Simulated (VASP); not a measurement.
Crystal: WC.

```xyz
2
Lattice="0.0000 2.1927 2.1927 2.1927 0.0000 2.1927 2.1927 2.1927 0.0000" Properties=species:S:1:pos:R:3 pbc="T T T"
W     0.0000    0.0000    0.0000
C     2.1927    2.1927    2.1927
```

- Program: VASP 6.6.1
- Task: relaxation of cell and atoms
- Functional: PBEsol
- Potentials or basis: VASP PAW PBE potentials, release 64 (W_sv, C)
- Cutoff: 600 eV
- k mesh: 9 × 9 × 9
- Occupations: methfessel-paxton, width 0.15 eV
- Spin: no spin polarisation

At the start: pressure -8.8 GPa; volume 10.54 Å³/atom.

Q: Where does the relaxation end?

A: Over 4 steps the energy falls by 7.0 meV/atom and the volume is 10.29 Å³/atom (-2.3 %); space group Fm-3m (No. 225, to 0.05 Å).

Step by step:
| step | energy change (eV) | largest force (eV/Å) | pressure (GPa) | volume (Å³) |
| --- | --- | --- | --- | --- |
| 1 | 0.0000 | 0.0000 | -8.82 | 21.08 |
| 2 | 0.0844 | 0.0000 | 27.19 | 19.36 |
| 3 | -0.0139 | 0.0000 | -0.18 | 20.60 |
| 4 | -0.0140 | 0.0000 | -0.06 | 20.59 |

Final structure:
```
CELL_PARAMETERS angstrom
0.00000 2.17538 2.17538
2.17538 0.00000 2.17538
2.17538 2.17538 0.00000
ATOMIC_POSITIONS crystal
W 0.00000 0.00000 0.00000
C 0.50000 0.50000 0.50000
```

Caveat: the PAW data sets were made with another functional, which shifts forces and pressure a little.
